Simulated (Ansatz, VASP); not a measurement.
**Sb in VASP and in Ansatz**

```
Sb
1.0
     2.13974    1.23538    3.73278
    -2.13974    1.23538    3.73278
     0.00000   -2.47076    3.73278
Sb
2
Cartesian
  0.0000 0.0000 8.5836
  0.0000 0.0000 2.6147
```

Alike in both runs: task single point; functional PBE exchange alone; k mesh 8 × 8 × 8; occupations fermi-dirac, width 0.05 eV; no spin polarisation.

|  | VASP | Ansatz |
| --- | --- | --- |
| version | VASP 6.6.1 | Ansatz 0.2.0 |
| potentials or method | VASP PAW PBE potentials, release 64 (Sb_d_GW) | Ansatz PAW |
| plane-wave cutoff (eV) | 500 | 420 |
| valence electrons in the cell | 30 | 30 |

|  | VASP | Ansatz | Ansatz less VASP |
| --- | --- | --- | --- |
| gap on the k mesh at the Fermi level (eV) | none | none | - |
| pressure (GPa) | 14.0 | 14.0 | +0.04 |
| traceless stress, the component that is largest in VASP (GPa) | -0.59 | -0.59 | -0.004 |
| rms of the force components (eV/Å) | 0.236 | 0.236 | +0.0004 |

VASP's potentials were made for PBE, not for PBE exchange alone. Atom by atom the forces differ by 0.000 eV/Å (rms over components). A gap of «none» marks a metal or a gap that the smearing closes. The functional is the same, so the differences come from potentials, cutoffs and numerics.

Spin-orbit coupling is off throughout.
